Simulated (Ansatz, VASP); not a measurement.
**ZnO: VASP beside Ansatz**

```
Zn O
1.0
     0.00000    2.13377    2.13377
     2.13377    0.00000    2.13377
     2.13377    2.13377    0.00000
Zn O
1 1
Direct
  0.00000 0.00000 0.00000
  0.50000 0.50000 0.50000
```

Alike in both runs: task single point; functional PBE; k mesh 4 × 4 × 4; no spin polarisation.

|  | VASP | Ansatz |
| --- | --- | --- |
| version | VASP 6.6.1 | Ansatz 0.2.0 |
| potentials or method | VASP PAW PBE potentials, release 64 (Zn, O) | plane waves |
| plane-wave cutoff (eV) | 520 | 420 |
| occupations | gaussian, width 0.01 eV | fixed |
| valence electrons in the cell | 18 | 18 |

|  | VASP | Ansatz | Ansatz less VASP |
| --- | --- | --- | --- |
| gap on the k mesh at the Fermi level (eV) | 0.90 | 0.94 | +0.034 |
| pressure (GPa) | 9.1 | 7.9 | -1.24 |

The k mesh is coarse, so the values compare programs but aren't converged.
